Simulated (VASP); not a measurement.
Input of a VASP 6.6.1 run:

The input INCAR:

```
PREC     = Accurate       # precision mode
ENCUT    = 520            # plane-wave cutoff, eV
EDIFF    = 1E-6           # SCF threshold, eV
ISMEAR   = 0              # smearing method
SIGMA    = 0.02           # smearing width, eV
LREAL    = F              # projectors in reciprocal space
LASPH    = T              # aspherical terms in the spheres
NELM     = 100            # most SCF steps
ALGO     = Normal         # electronic algorithm
ISIF     = 2              # what is computed and relaxed
LWAVE    = F              # write WAVECAR
LCHARG   = T              # write CHGCAR
GGA      = PE             # functional
LELF     = T              # ELF
LVHAR    = T            
NBANDS   = 16             # bands
```

Contents of KPOINTS:

```
regular mesh
0
Gamma
  6 6 4
```

Contents of POSCAR:

```
MgS
1.0
    2.8486069961      2.8486069961      0.0000000000
   -2.8486069961      2.8486069961      0.0000000000
    0.1208561594      0.1208561594      5.6972139921
Mg S
2 2
Direct
    0.0038924531      0.0000000000     -0.0001131110
    0.5038924531      0.5000000000      0.4998868890
    0.4961075469      0.0000000000      0.2501131110
   -0.0038924531      0.5000000000      0.7501131110
```

Potentials or basis: VASP PAW PBE potentials, release 64 (Mg, S).

Launch:

```console
$ cat potpaw_PBE.64/Mg/POTCAR potpaw_PBE.64/S/POTCAR > POTCAR
$ mpirun -np 1 vasp_std > vasp.out
```

Q: Predict the pressure.

A: -0.2 GPa.

Q: What does it give for the band gap on the k mesh?

A: 3.27 eV.

Stress tensor (GPa, compression positive):
```
-0.18 -0.03 -0.63
-0.03 -0.18 -0.63
-0.63 -0.63 -0.14
```
